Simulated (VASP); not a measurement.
# KMgF3 in VASP: a series of runs

The runs below take KMgF3 through single point, with r2SCAN, PBE.

All numbers are computed with VASP 6.6.1; they aren't measurements. Logs are shortened: lines on timing, memory, paths and dates and some standing lists are left out, and cuts for length are marked.

### Step 1. The cell of the first run

Symmetry: Pm-3m, No. 221, cubic system. Conventional cell: a = 3.980 Å, b = 3.980 Å, c = 3.980 Å, α = 90.00°, β = 90.00°, γ = 90.00°. K (site symmetry m-3m) has 12 F at 2.81 Å and 8 Mg at 3.45 Å within 3.7 Å. Within 2.6 Å of Mg (site symmetry m-3m) lie 6 F at 1.99 Å. Within 2.6 Å of F (site symmetry 4/mmm) lie 2 Mg at 1.99 Å.

### Step 2. Single point, r2SCAN

The input, POSCAR:

```
KMgF3
1.0
    3.9802355751      0.0000000000      0.0000000000
    0.0000000000      3.9802355751      0.0000000000
    0.0000000000      0.0000000000      3.9802355751
K Mg F
1 1 3
Direct
    0.5000000000      0.5000000000      0.5000000000
    0.0000000000      0.0000000000      0.0000000000
    0.5000000000      0.0000000000      0.0000000000
    0.0000000000      0.5000000000      0.0000000000
    0.0000000000      0.0000000000      0.5000000000
```

The input, INCAR.step1:

```
SYSTEM = KMgF3
PREC     = Accurate       ! precision mode
ENCUT    = 660            ! plane-wave cutoff, eV
ISMEAR   = 0              ! smearing method
SIGMA    = 0.01           ! smearing width, eV
LREAL    = .False.        ! projectors in reciprocal space
LASPH    = .True.         ! aspherical terms in the spheres
NELM     = 120            ! most SCF steps
NBANDS   = 24             ! bands
GGA      = PE             ! functional
ALGO     = Normal         ! electronic algorithm
EDIFF    = 1E-5           ! SCF threshold, eV
LWAVE    = .True.         ! write WAVECAR
LCHARG   = .False.        ! write CHGCAR
GGA_COMPAT= .False.
```

The input, INCAR.step2:

```
SYSTEM = KMgF3
PREC     = Accurate       ! precision mode
ENCUT    = 660            ! plane-wave cutoff, eV
EDIFF    = 1E-6           ! SCF threshold, eV
ISMEAR   = 0              ! smearing method
SIGMA    = 0.01           ! smearing width, eV
LREAL    = .False.        ! projectors in reciprocal space
LASPH    = .True.         ! aspherical terms in the spheres
NELM     = 120            ! most SCF steps
ALGO     = Normal         ! electronic algorithm
ISIF     = 2              ! what is computed and relaxed
LWAVE    = .False.        ! write WAVECAR
LCHARG   = .True.         ! write CHGCAR
METAGGA  = R2SCAN         ! meta-GGA
LMIXTAU  = .True.       
LELF     = .True.         ! ELF
LVHAR    = .True.       
NBANDS   = 24             ! bands
ISTART   = 1            
GGA_COMPAT= .False.
```

The input, KPOINTS:

```
regular mesh
0
Gamma
  6 6 6
  0 0 0
```

Potentials or basis: VASP PAW PBE potentials, release 64 (K_sv, Mg, F).

Run with:

```sh
$ cat potpaw_PBE.64/K_sv/POTCAR potpaw_PBE.64/Mg/POTCAR potpaw_PBE.64/F/POTCAR > POTCAR
$ cp INCAR.step1 INCAR
$ mpirun -np 1 vasp_std > vasp.out
$ cp INCAR.step2 INCAR
$ mpirun -np 1 vasp_std > vasp.out
```

OUTCAR:

```text
SYSTEM = KMgF3
   PREC = Accurate
   ENCUT = 660
   EDIFF = 1E-6
   ISMEAR = 0
   LREAL = .False.
   LASPH = .True.
   NELM = 120
   ISIF = 2
   METAGGA = R2SCAN
   ISTART = 1

 ion  position               nearest neighbor table
   1  0.500  0.500  0.500-   3 2.81   4 2.81   5 2.81   3 2.81   4 2.81   3 2.81   5 2.81   3 2.81
                             4 2.81   5 2.81   4 2.81   5 2.81   2 3.45   2 3.45   2 3.45   2 3.45
   2  0.000  0.000  0.000-   3 1.99   4 1.99   5 1.99   5 1.99   4 1.99   3 1.99   1 3.45   1 3.45
                             1 3.45   1 3.45   1 3.45   1 3.45   1 3.45   1 3.45
   3  0.500  0.000  0.000-   2 1.99   2 1.99   1 2.81   1 2.81   1 2.81   1 2.81
   4  0.000  0.500  0.000-   2 1.99   2 1.99   1 2.81   1 2.81   1 2.81   1 2.81
   5  0.000  0.000  0.500-   2 1.99   2 1.99   1 2.81   1 2.81   1 2.81   1 2.81

  LATTYP: Found a simple cubic cell.
 ALAT       =     3.9802355751

  Lattice vectors:

 A1 = (   3.9802355751,   0.0000000000,   0.0000000000)
 A2 = (   0.0000000000,   3.9802355751,   0.0000000000)
 A3 = (   0.0000000000,   0.0000000000,   3.9802355751)

Analysis of symmetry for initial positions (statically):
=====================================================================
 Subroutine PRICEL returns:
 Original cell was already a primitive cell.

 Routine SETGRP: Setting up the symmetry group for a
 simple cubic supercell.

 Subroutine GETGRP returns: Found 48 space group operations
 (whereof 48 operations were pure point group operations)
 out of a pool of 48 trial point group operations.

The static configuration has the point symmetry O_h .

Analysis of symmetry for dynamics (positions and initial velocities):
=====================================================================
 Subroutine PRICEL returns:
 Original cell was already a primitive cell.

 Routine SETGRP: Setting up the symmetry group for a
 simple cubic supercell.

 Subroutine GETGRP returns: Found 48 space group operations
 (whereof 48 operations were pure point group operations)
 out of a pool of 48 trial point group operations.

The dynamic configuration has the point symmetry O_h .

 Subroutine INISYM returns: Found 48 space group operations
 (whereof 48 operations are pure point group operations),
 and found     1 'primitive' translations

----------------------------------------------------------------------------------------

                                     Primitive cell

  volume of cell :      63.0560

  direct lattice vectors                    reciprocal lattice vectors
     3.980235575  0.000000000  0.000000000     0.251241410  0.000000000  0.000000000
     0.000000000  3.980235575  0.000000000     0.000000000  0.251241410  0.000000000
     0.000000000  0.000000000  3.980235575     0.000000000  0.000000000  0.251241410

  length of vectors
     3.980235575  3.980235575  3.980235575     0.251241410  0.251241410  0.251241410

  position of ions in fractional coordinates (direct lattice)
     0.500000000  0.500000000  0.500000000
     0.000000000  0.000000000  0.000000000
     0.500000000  0.000000000  0.000000000
     0.000000000  0.500000000  0.000000000
     0.000000000  0.000000000  0.500000000

  ion indices of the primitive-cell ions
   primitive index   ion index
                 1           1
                 2           2
                 3           3
                 4           4
                 5           5

----------------------------------------------------------------------------------------

 KPOINTS: regular mesh

Automatic generation of k-mesh.
 Grid dimensions read from file:
 generate k-points for:    6    6    6

 Generating k-lattice:

  Cartesian coordinates                     Fractional coordinates (reciprocal lattice)
     0.041873568  0.000000000  0.000000000     0.166666667  0.000000000  0.000000000
     0.000000000  0.041873568  0.000000000     0.000000000  0.166666667  0.000000000
     0.000000000  0.000000000  0.041873568     0.000000000  0.000000000  0.166666667

  Length of vectors
     0.041873568  0.041873568  0.041873568

  Shift w.r.t. Gamma in fractional coordinates (k-lattice)
     0.000000000  0.000000000  0.000000000

 Subroutine IBZKPT returns following result:
 ===========================================

 Found     20 irreducible k-points:

 Following reciprocal coordinates:
            Coordinates               Weight
  0.000000  0.000000  0.000000      1.000000
  0.166667  0.000000  0.000000      6.000000
  0.333333  0.000000  0.000000      6.000000
  0.500000  0.000000  0.000000      3.000000
  0.166667  0.166667  0.000000     12.000000
  0.333333  0.166667  0.000000     24.000000
[... 12 lines left out ...]
  0.500000  0.500000  0.333333      6.000000
  0.500000  0.500000  0.500000      1.000000
   k-points           NKPTS =     20   k-points in BZ     NKDIM =     20   number of bands    NBANDS=     24
   number of dos      NEDOS =    301   number of ions     NIONS =      5
[... 50 lines left out ...]
  volume of cell :       63.06
 maximum number of plane-waves:      2469
 NGX is ok and might be reduce to    36
   NGX = 17   NGY = 17   NGZ = 17

 number of electron      32.0000001 magnetization

 Free energy of the ion-electron system (eV)
  ---------------------------------------------------
  ext. energy  EPLUGINS =         0.00000000
  ---------------------------------------------------
  free energy    TOTEN  =       -37.43419297 eV

  energy without entropy =      -37.43419297  energy(sigma->0) =      -37.43419297

 E-fermi :  -2.0478     XC(G=0): -10.2254

 val. band max:       -2.2023528984   @ k =   0.5000   0.5000   0.5000
 cond. band min:       6.0860856120   @ k =   0.0000   0.0000   0.0000
 fundamental gap:      8.2884385104
 Fermi energy:        -2.0478473306

 k-point     1 :       0.0000    0.0000    0.0000
  band No.  band energies     occupation
      1     -28.7862      2.00000
      2     -23.4524      2.00000
      3     -22.8160      2.00000
      4     -22.8160      2.00000
      5     -11.5138      2.00000
      6     -11.5138      2.00000
[... 16 lines left out ...]
     23      13.0899      0.00000
     24      16.0580      0.00000

 k-point     2 :       0.1667    0.0000    0.0000
  band No.  band energies     occupation
      1     -28.7788      2.00000
      2     -23.4230      2.00000
      3     -22.8519      2.00000
      4     -22.8141      2.00000
      5     -11.5102      2.00000
      6     -11.5000      2.00000
[... 16 lines left out ...]
     23      13.0731      0.00000
     24      15.8844      0.00000

 k-point     3 :       0.3333    0.0000    0.0000
  band No.  band energies     occupation
      1     -28.7640      2.00000
      2     -23.3510      2.00000
      3     -22.9369      2.00000
      4     -22.8102      2.00000
      5     -11.5030      2.00000
      6     -11.4721      2.00000
[... 16 lines left out ...]
     23      12.9362      0.00000
     24      15.3796      0.00000

 k-point     4 :       0.5000    0.0000    0.0000
  band No.  band energies     occupation
      1     -28.7566      2.00000
      2     -23.3021      2.00000
      3     -22.9923      2.00000
      4     -22.8082      2.00000
      5     -11.4994      2.00000
      6     -11.4580      2.00000
[... 16 lines left out ...]
     23      13.2658      0.00000
     24      14.4317      0.00000

 k-point     5 :       0.1667    0.1667    0.0000
  band No.  band energies     occupation
      1     -28.7720      2.00000
      2     -23.3923      2.00000
      3     -22.8664      2.00000
      4     -22.8318      2.00000
      5     -11.5305      2.00000
      6     -11.4868      2.00000
[... 343 lines left out ...]
 k-point    18 :       0.5000    0.3333    0.3333
  band No.  band energies     occupation
      1     -28.7297      2.00000
      2     -23.0738      2.00000
      3     -23.0013      2.00000
      4     -22.9489      2.00000
      5     -11.6456      2.00000
      6     -11.6392      2.00000
[... 16 lines left out ...]
     23      13.2754      0.00000
     24      14.4801      0.00000

 k-point    19 :       0.5000    0.5000    0.3333
  band No.  band energies     occupation
      1     -28.7259      2.00000
      2     -23.0073      2.00000
      3     -22.9991      2.00000
      4     -22.9991      2.00000
      5     -11.6716      2.00000
      6     -11.6716      2.00000
[... 16 lines left out ...]
     23      13.6611      0.00000
     24      13.6611      0.00000

 k-point    20 :       0.5000    0.5000    0.5000
  band No.  band energies     occupation
      1     -28.7225      2.00000
      2     -22.9945      2.00000
      3     -22.9945      2.00000
      4     -22.9945      2.00000
      5     -11.6990      2.00000
      6     -11.6990      2.00000
[... 16 lines left out ...]
     23      14.0690      0.00000
     24      14.0690      0.00000

------------------------ aborting loop because EDIFF is reached ----------------------------------------

  FORCE on cell =-STRESS in cart. coord.  units (eV):
  Direction    XX          YY          ZZ          XY          YZ          ZX
  --------------------------------------------------------------------------------------
  -------------------------------------------------------------------------------------
  Total       -0.3032682     -0.3032682     -0.3032682      0.0000000     -0.0000000      0.0000000
  in kB       -7.7056838     -7.7056838     -7.7056838      0.0000000     -0.0000000      0.0000000
  external PRESSURE =      -7.7056838 kB  Pullay stress =       0.0000000 kB

 VOLUME and BASIS-vectors are now :
 -----------------------------------------------------------------------------
  energy-cutoff  :      660.00
  volume of cell :       63.06
      direct lattice vectors                 reciprocal lattice vectors
     3.980235575  0.000000000  0.000000000     0.251241410  0.000000000  0.000000000
     0.000000000  3.980235575  0.000000000     0.000000000  0.251241410  0.000000000
     0.000000000  0.000000000  3.980235575     0.000000000  0.000000000  0.251241410

 POSITION                                       TOTAL-FORCE (eV/Angst)
 -----------------------------------------------------------------------------------
      1.99012      1.99012      1.99012         0.000000      0.000000      0.000000
      0.00000      0.00000      0.00000         0.000000      0.000000      0.000000
      1.99012      0.00000      0.00000         0.000000      0.000000      0.000000
      0.00000      1.99012      0.00000         0.000000      0.000000      0.000000
      0.00000      0.00000      1.99012         0.000000      0.000000      0.000000
 -----------------------------------------------------------------------------------
    total drift:                                0.000000      0.000000     -0.000000

  FREE ENERGIE OF THE ION-ELECTRON SYSTEM (eV)
  ---------------------------------------------------
  free  energy   TOTEN  =       -37.4341929654 eV

  energy  without entropy=      -37.4341929654  energy(sigma->0) =      -37.43419297
```

Run time: 2.8 min. Hardware: 1 thread of Intel Xeon Platinum 8488C (Sapphire Rapids), shared host; peak memory 0.24 GiB.

Results:

```yaml
Free_energy: -37.4342 eV
Pressure: -0.8 GPa
Band_gap_on_the_k_mesh: 8.29 eV (least direct gap 8.61 eV)
```

Levels at points of the mesh, in eV from the valence-band top:
| k point | band 14 | band 15 | band 16 | band 17 | band 18 | band 19 |
| --- | --- | --- | --- | --- | --- | --- |
| (0.00, 0.00, 0.00) | -0.32 | -0.32 | -0.32 | 8.29 | 10.85 | 10.85 |
| (0.50, 0.00, 0.00) | -0.87 | -0.53 | -0.53 | 11.04 | 11.52 | 11.92 |
| (0.50, 0.50, 0.00) | -0.90 | -0.90 | -0.02 | 11.91 | 12.58 | 13.71 |
| (0.50, 0.50, 0.50) | 0.00 | 0.00 | 0.00 | 11.40 | 11.40 | 11.40 |

Caveat: the PAW data sets were made with another functional, which shifts forces and pressure a little.

### Step 3. Single point, PBE (uniaxial z strain +1.9%)

The input, INCAR:

```
PREC = Accurate
ENCUT = 600
EDIFF = 1E-6
ISMEAR = -1
SIGMA = 0.02
LREAL = F
LASPH = T
NELM = 120
ALGO = Normal
ISIF = 2
LWAVE = F
LCHARG = F
GGA = PE
NBANDS = 24
GGA_COMPAT = F
```

The input, KPOINTS:

```
Automatic mesh
0
Gamma
  6 6 6
```

Edit POSCAR of step 2 so:

```diff
@@ -4,3 +4,3 @@
     0.0000000000      3.9802355751      0.0000000000
-    0.0000000000      0.0000000000      3.9802355751
+    0.0000000000      0.0000000000      4.0550640039
 K Mg F
```

Potentials or basis: VASP PAW PBE potentials, release 64 (K_sv, Mg, F).

Run with:

```sh
$ cat potpaw_PBE.64/K_sv/POTCAR potpaw_PBE.64/Mg/POTCAR potpaw_PBE.64/F/POTCAR > POTCAR
$ mpirun -np 1 vasp_std > vasp.out
```

It took 58 s on 1 thread of Intel Xeon Platinum 8488C (Sapphire Rapids), shared host; peak memory 0.22 GiB.

The run converged. Its results:

- Free energy: -24.4355 eV
- Pressure: 2.1 GPa
- Band gap on the k mesh: 7.19 eV (least direct gap 7.52 eV)

Stress tensor (GPa, compression positive):
```
2.71 0.00 0.00
0.00 2.71 0.00
0.00 0.00 0.94
```

Levels at points of the mesh, in eV from the valence-band top:
```tsv
k point	band 14	band 15	band 16	band 17	band 18	band 19
(0.00, 0.00, 0.00)	-0.33	-0.33	-0.33	7.19	10.01	10.10
(0.50, 0.00, 0.00)	-0.85	-0.53	-0.53	10.04	10.30	11.12
(0.50, 0.50, 0.00)	-0.83	-0.83	-0.02	10.84	11.68	12.54
(0.00, 0.00, 0.50)	-0.79	-0.53	-0.53	9.97	10.27	10.99
(0.50, 0.00, 0.50)	-0.92	-0.92	-0.04	10.81	11.59	12.43
(0.50, 0.50, 0.50)	-0.01	-0.01	0.00	10.38	10.38	10.38
```

Caveat: the cell differs from its parent crystal (uniaxial z strain +1.9%). A k mesh can miss the band edges.

[end of part 1 of 2]
